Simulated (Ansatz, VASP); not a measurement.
# Two plane-wave programs on BN

```
B N
1.0
     2.65610    0.00000    0.00000
    -1.32805    2.30025    0.00000
     0.00000    0.00000    4.39593
B N
2 2
Direct
  0.66667 0.33333 0.99972
  0.33333 0.66667 0.49972
  0.66667 0.33333 0.62528
  0.33333 0.66667 0.12528
```

Change from the starting cell: strain +0.040 along x and y, +0.040 along z, atoms carried along.

Alike in both runs: task single point; functional PBEsol; k mesh 12 × 12 × 6; occupations gaussian, width 0.05 eV; no spin polarisation.

|  | VASP | Ansatz |
| --- | --- | --- |
| version | VASP 6.6.1 | Ansatz 0.2.0 |
| potentials or method | VASP PAW PBE potentials, release 64 (B, N), cutoff 520 eV | scalar-relativistic, plane waves, PAW |
| valence electrons in the cell | 16 | 16 |

|  | VASP | Ansatz | Ansatz less VASP |
| --- | --- | --- | --- |
| gap on the k mesh at the Fermi level (eV) | 5.12 | 5.13 | +0.013 |
| least direct gap on the mesh (eV) | 7.52 | 7.51 | -0.001 |
| pressure (GPa) | -40.0 | -40.2 | -0.18 |
| traceless stress, the component that is largest in VASP (GPa) | -0.63 | -0.61 | +0.019 |
| rms of the force components (eV/Å) | 0.052 | 0.054 | +0.0017 |

VASP's potentials were made for PBE, not for PBEsol. Atom by atom the forces differ by 0.002 eV/Å (rms over components). Both programs put the cell under strong tension, so it lies far from rest at this level.

Noted on VASP's run: the cell as given lies far from equilibrium.
